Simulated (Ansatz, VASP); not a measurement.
# NaB12 in VASP and in Ansatz

The input INCAR:

```
PREC = Accurate
ENCUT = 600
EDIFF = 1E-6
ISMEAR = 0
SIGMA = 0.1
LREAL = F
LASPH = T
NELM = 80
ALGO = Fast
ISIF = 3
LWAVE = F
LCHARG = F
GGA = PE
IBRION = 2
NSW = 90
EDIFFG = -0.04
```

KPOINTS

```
Automatic mesh
0
Gamma
  4 4 4
```

File POSCAR:

```
NaB12
1.0
    0.0000000000      3.6805478500      3.6805478500
    3.6805478500      0.0000000000      3.6805478500
    3.6805478500      3.6805478500      0.0000000000
Na B
1 12
Direct
    0.0000000000      0.0000000000      0.0000000000
    0.8375666800      0.1624333200      0.5000000000
    0.1624333200      0.8375666800      0.5000000000
    0.5000000000      0.8375666800      0.1624333200
    0.1624333200      0.5000000000      0.5000000000
    0.5000000000      0.5000000000      0.8375666800
    0.5000000000      0.5000000000      0.1624333200
    0.5000000000      0.8375666800      0.5000000000
    0.1624333200      0.5000000000      0.8375666800
    0.8375666800      0.5000000000      0.5000000000
    0.5000000000      0.1624333200      0.5000000000
    0.8375666800      0.5000000000      0.1624333200
    0.5000000000      0.1624333200      0.8375666800
```

Input for Ansatz:

```yaml
crystal:
  lattice:
    - [0.0, 3.68054785, 3.68054785]
    - [3.68054785, 0.0, 3.68054785]
    - [3.68054785, 3.68054785, 0.0]
  atoms:
    - { symbol: Na, position: [0.0, 0.0, 0.0] }
    - { symbol: B, position: [0.83756668, 0.16243332, 0.5] }
    - { symbol: B, position: [0.16243332, 0.83756668, 0.5] }
    - { symbol: B, position: [0.5, 0.83756668, 0.16243332] }
    - { symbol: B, position: [0.16243332, 0.5, 0.5] }
    - { symbol: B, position: [0.5, 0.5, 0.83756668] }
    - { symbol: B, position: [0.5, 0.5, 0.16243332] }
    - { symbol: B, position: [0.5, 0.83756668, 0.5] }
    - { symbol: B, position: [0.16243332, 0.5, 0.83756668] }
    - { symbol: B, position: [0.83756668, 0.5, 0.5] }
    - { symbol: B, position: [0.5, 0.16243332, 0.5] }
    - { symbol: B, position: [0.83756668, 0.5, 0.16243332] }
    - { symbol: B, position: [0.5, 0.16243332, 0.83756668] }
basis:
  ecutwfc: 420
kpoints:
  mp_grid: { grid: [4, 4, 4] }
hamiltonian:
  xc: pbe
scf:
  occupations: { method: gaussian, width: 0.1 }
  lower_state_search: "off"
output:
  forces: true
  stress: true
  eigenvalues: true
relax:
  adjacent_minimum: "off"
  f_tol: 0.04
  max_steps: 70
  cell: { stress_tol: 0.4 }
```

Change from the starting cell: species swapped into the GdB12 type (Fm-3m, No. 225).

Alike in both runs: task relaxation of cell and atoms; functional PBE; k mesh 4 × 4 × 4; occupations gaussian, width 0.1 eV; no spin polarisation.

|  | VASP | Ansatz |
| --- | --- | --- |
| version | VASP 6.6.1 | Ansatz 0.2.0 |
| potentials or method | VASP PAW PBE potentials, release 64 (Na_pv, B), cutoff 600 eV | scalar-relativistic, plane waves, PAW |
| valence electrons in the cell | 43 | 45 |

Ansatz gave:

| Quantity | Value |
| --- | --- |
| gap on the k mesh at the Fermi level, each at its own relaxed structure (eV) | none |
| relaxed volume (Å³/atom) | 8.03 |
| relaxed length of the cell vector where the two differ most in proportion (Å) | 5.284 |

Question: Which values does VASP return?

Answer: gap on the k mesh at the Fermi level, each at its own relaxed structure (eV): none; relaxed volume (Å³/atom): 8.04; relaxed length of the cell vector where the two differ most in proportion (Å): 5.287.

A gap of «none» marks a metal or a gap that the smearing closes. VASP's potentials hold 43 valence electrons a cell and Ansatz's 45, so a difference there can come from the potentials and not from the codes.

The k mesh is coarse, so the values compare programs but aren't converged.
